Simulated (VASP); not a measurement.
**C: single point with r2SCAN**

The system is C.

```
C
1.0
     1.78014   -1.78014    0.00000
     1.78014    0.00000   -1.78014
     7.71407    6.82382    6.82382
C
12
Direct
  0.62151 0.62151 0.27087
  0.98263 0.98263 0.10420
  0.26040 0.26040 0.43753
  0.53816 0.53816 0.77087
  0.89928 0.89928 0.60420
  0.17705 0.17705 0.93753
  0.60068 0.60068 0.39587
  0.96179 0.96179 0.22920
  0.23956 0.23956 0.56253
  0.51733 0.51733 0.89587
  0.87844 0.87844 0.72920
  0.32291 0.32291 0.06253
```

- Program: VASP 6.6.1
- Task: single point
- Functional: r2SCAN
- Potentials or basis: VASP PAW PBE potentials, release 64 (C)
- Cutoff: 520 eV
- k mesh: 10 × 10 × 2
- Occupations: gaussian, width 0.05 eV
- Spin: no spin polarisation
- Dipole correction: no
- Further INCAR settings: ALGO = Normal; EDIFF = 1e-06; NBANDS = 36

* Pressure: 2.5 GPa
* Largest force: 5.066 eV/Å
* Band gap on the k mesh: 2.68 eV (least direct gap 4.84 eV)

Forces on the atoms (eV/Å):
```
C    0.001 -0.010 -0.010
C   -0.062  0.375  0.375
C    0.006 -0.006 -0.006
C    0.352 -0.406 -0.406
C    0.044 -0.035 -0.035
C    3.310 -2.712 -2.712
C   -0.044  0.035  0.035
C   -0.352  0.406  0.406
C   -0.006  0.006  0.006
C    0.062 -0.375 -0.375
C   -0.001  0.010  0.010
C   -3.310  2.712  2.712
```

Stress tensor (GPa, compression positive):
```
-27.56  -1.58  -1.58
 -1.58  17.59  16.87
 -1.58  16.87  17.59
```

Levels at points of the mesh, in eV from the valence-band top:
| k point | band 21 | band 22 | band 23 | band 24 | band 25 | band 26 | band 27 | band 28 |
| --- | --- | --- | --- | --- | --- | --- | --- | --- |
| (0.00, 0.00, 0.00) | -1.52 | -0.95 | -0.85 | 0.00 | 5.06 | 5.09 | 5.44 | 5.62 |
| (0.50, 0.00, 0.00) | -4.95 | -4.67 | -3.94 | -2.31 | 2.68 | 4.51 | 4.73 | 5.29 |
| (0.50, 0.50, 0.00) | -4.98 | -4.85 | -3.90 | -3.70 | 3.85 | 4.26 | 4.84 | 5.07 |
| (0.00, 0.00, 0.50) | -1.45 | -0.90 | -0.90 | -0.83 | 5.22 | 5.35 | 5.63 | 5.74 |
| (0.50, 0.00, 0.50) | -4.73 | -4.26 | -3.92 | -2.51 | 2.92 | 4.55 | 4.65 | 5.38 |
| (0.50, 0.50, 0.50) | -4.63 | -4.49 | -4.14 | -3.98 | 3.98 | 4.27 | 4.53 | 5.54 |

It took 5.3 min on 1 thread of Intel(R) Xeon(R) Platinum 8559C (Emerald Rapids), on a shared host, peak memory 0.24 GiB.

Caveat: the PAW data sets were made with another functional, which shifts forces and pressure a little. A k mesh can miss the band edges.
